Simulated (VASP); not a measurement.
Wanted: the native input for a VASP 6.6.1 run.

| Item | Value |
| --- | --- |
| Task | single point |
| Functional | PBE |
| Potentials or basis | VASP PAW PBE potentials, release 64 (Ga_d, Sn_d) |
| Cutoff | 520 eV |
| k mesh | 16 × 16 × 16 |
| Occupations | gaussian, width 0.1 eV |
| Spin | no spin polarisation |
| Dipole correction | no |
| Further INCAR settings | ALGO = Fast; EDIFF = 1e-07; NBANDS = 28 |

The structure of GaSn2 lies in POSCAR:

```
GaSn2
1.0
   -1.9226854392      1.9226854392      5.0736332892
    1.9226854392     -1.9226854392      5.0736332892
    1.9226854392      1.9226854392     -5.0736332892
Ga Sn
1 2
Direct
    0.0000000000      0.0000000000      0.0000000000
    0.6603358402      0.6603358402      0.0000000000
    0.3396641598      0.3396641598      0.0000000000
```

One way to write it, as run:

INCAR

```
  ALGO = Fast
  EDIFF = 1E-7
  ENCUT = 520
  GGA = PE
  ISIF = 2
  ISMEAR = 0
  LASPH = True
  LCHARG = False
  LREAL = False
  LWAVE = False
  NBANDS = 28
  NELM = 80
  PREC = Accurate
  SIGMA = 0.1
```

KPOINTS

```
k-points
0
Gamma
  16 16 16
```

Potentials or basis: VASP PAW PBE potentials, release 64 (Ga_d, Sn_d).

Launch:

```console
$ cat potpaw_PBE.64/Ga_d/POTCAR potpaw_PBE.64/Sn_d/POTCAR > POTCAR
$ mpirun -np 1 vasp_std > vasp.out
```

Results of the run:

```
Pressure : 0.0 GPa
```

It took 47 min on 1 thread of Oxide Virtual Turin-like Processor (shared host), peak memory 0.78 GiB.
